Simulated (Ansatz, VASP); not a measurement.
## One calculation of Ta2N, two programs

INCAR

```
SYSTEM = Ta2N
PREC = Accurate
ENCUT = 600
EDIFF = 1E-6
ISMEAR = 0
SIGMA = 0.1
LREAL = .False.
LASPH = .True.
NELM = 120
ALGO = Normal
ISIF = 2
LWAVE = .False.
LCHARG = .True.
GGA = PS
LELF = .True.
LVHAR = .True.
NBANDS = 20
GGA_COMPAT = .False.
```

Contents of KPOINTS:

```
regular mesh
0
Gamma
  6 6 4
  0 0 0
```

The input POSCAR:

```
Ta2N
1.0
    3.1128615060      0.0000000000      0.0000000000
   -1.5564307530      2.6958171426      0.0000000000
    0.0000000000      0.0000000000      4.8698410000
Ta N
2 1
Direct
    0.6666666700      0.3333333300      0.7452890000
    0.3333333300      0.6666666700      0.2547110000
    0.0000000000      0.0000000000      0.0000000000
```

Input for Ansatz:

```yaml
crystal:
  lattice:
    - [3.112861506, 0.0, 0.0]
    - [-1.556430753, 2.6958171426, 0.0]
    - [0.0, 0.0, 4.869841]
  atoms:
    - { symbol: Ta, position: [0.66666667, 0.33333333, 0.745289] }
    - { symbol: Ta, position: [0.33333333, 0.66666667, 0.254711] }
    - { symbol: "N", position: [0.0, 0.0, 0.0] }
basis:
  ecutwfc: 520.0
kpoints:
  mp_grid: { grid: [6, 6, 4] }
hamiltonian:
  xc: pbesol
  pseudopotentials: { kind: paw, azcp: { folder: soft_1 } }
scf:
  occupations: { method: gaussian, width: 0.1 }
output:
  forces: true
  stress: true
  eigenvalues: true
```

Alike in both runs: task single point; functional PBEsol; k mesh 6 × 6 × 4; occupations gaussian, width 0.1 eV; no spin polarisation.

```csv
,VASP,Ansatz
version,VASP 6.6.1,Ansatz 0.2.0
potentials or method,"VASP PAW PBE potentials, release 64 (Ta_pv, N), cutoff 600 eV","scalar-relativistic, plane waves, PAW"
valence electrons in the cell,27,31
```

VASP gave:

| Property | Result |
| --- | --- |
| gap on the k mesh at the Fermi level (eV) | none |
| pressure (GPa) | -8.6 |
| traceless stress, the component that is largest in VASP (GPa) | -0.04 |
| rms of the force components (eV/Å) | 0.237 |

What did Ansatz give for the same quantities?

gap on the k mesh at the Fermi level (eV): none; pressure (GPa): -9.1; traceless stress, the component that is largest in VASP (GPa): 0.08; rms of the force components (eV/Å): 0.258.

VASP's potentials were made for PBE, not for PBEsol, and Ansatz warns of the same on its side. Atom by atom the forces differ by 0.021 eV/Å (rms over components). A gap of «none» marks a metal or a gap that the smearing closes. VASP's potentials hold 27 valence electrons a cell and Ansatz's 31, so a difference there can come from the potentials and not from the codes.

The k mesh is coarse, so the values compare programs but aren't converged. Spin-orbit coupling is off throughout.
